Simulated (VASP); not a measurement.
Here is a VASP 6.6.1 calculation.

The input INCAR:

```
ALGO     = Normal         # electronic algorithm
EDIFF    = 1E-6           # SCF threshold, eV
ENCUT    = 520            # plane-wave cutoff, eV
GGA      = CA             # functional
ISIF     = 2              # what is computed and relaxed
ISMEAR   = 0              # smearing method
LASPH    = True           # aspherical terms in the spheres
LCHARG   = False          # write CHGCAR
LREAL    = False          # projectors in reciprocal space
LWAVE    = False          # write WAVECAR
NBANDS   = 11             # bands
NELM     = 60             # most SCF steps
PREC     = Accurate       # precision mode
SIGMA    = 0.03           # smearing width, eV
```

File KPOINTS:

```
k-points
0
Gamma
  18 18 18
```

File POSCAR:

```
C
1.0
    0.0000000000      2.1456495685      3.2695477669
    1.2395372243      0.0000000000      3.2695477669
    1.2395372243      2.1456495685      0.0000000000
C
2
Direct
    0.1667065656      0.8332934344      0.1667065656
    0.8332934344      0.1667065656      0.8332934344
```

Potentials or basis: VASP PAW LDA potentials, release 64 (C).

The run is started by

```bash
$ cat potpaw_LDA.64/C/POTCAR > POTCAR
$ mpirun -np 1 vasp_std > vasp.out
```

Question: What does it give for the band gap on the k mesh?

Answer: 0.09 eV, indirect (least direct gap 0.19 eV).

Question: Estimate the pressure.

Answer: -10.3 GPa.

Stress tensor (GPa, compression positive):
```
-15.81   0.00   0.00
  0.00 -15.98   0.00
  0.00   0.00   0.97
```

 A k mesh can miss the band edges.
